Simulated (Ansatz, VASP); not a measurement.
One calculation of NaCl, two programs

```
Na Cl
1.0
     3.98285    0.00000    0.00000
    -1.99143    3.44925    0.00000
     0.00000    0.00000   16.99822
Na Cl
5 5
Direct
  0.00000 0.00000 0.00376
  0.33333 0.66667 0.20499
  0.66667 0.33333 0.40000
  0.00000 0.00000 0.59501
  0.33333 0.66667 0.79624
  0.66667 0.33333 0.10737
  0.00000 0.00000 0.30250
  0.33333 0.66667 0.49750
  0.66667 0.33333 0.69263
  0.66667 0.33333 0.90000
```

Alike in both runs: functional PBE; k mesh 9 × 9 × 3; occupations gaussian, width 0.02 eV; no spin polarisation.

Ansatz relaxed the structure, and its values are those at the end. VASP's run is a single point on that final structure, the one shown.

|  | VASP | Ansatz |
| --- | --- | --- |
| version | VASP 6.6.1 | Ansatz 0.2.0 |
| potentials or method | VASP PAW PBE potentials, release 64 (Na_pv, Cl), cutoff 500 eV | scalar-relativistic, plane waves, PAW |
| valence electrons in the cell | 70 | 80 |

```tsv
	VASP	Ansatz	Ansatz less VASP
gap on the k mesh at the Fermi level (eV)	4.75	4.75	0.000
least direct gap on the mesh (eV)	4.75	4.75	0.000
pressure (GPa)	0.0	0.0	+0.06
```

The functional is the same, so the differences come from potentials, cutoffs and numerics. VASP's potentials hold 70 valence electrons a cell and Ansatz's 80, so a difference there can come from the potentials and not from the codes.
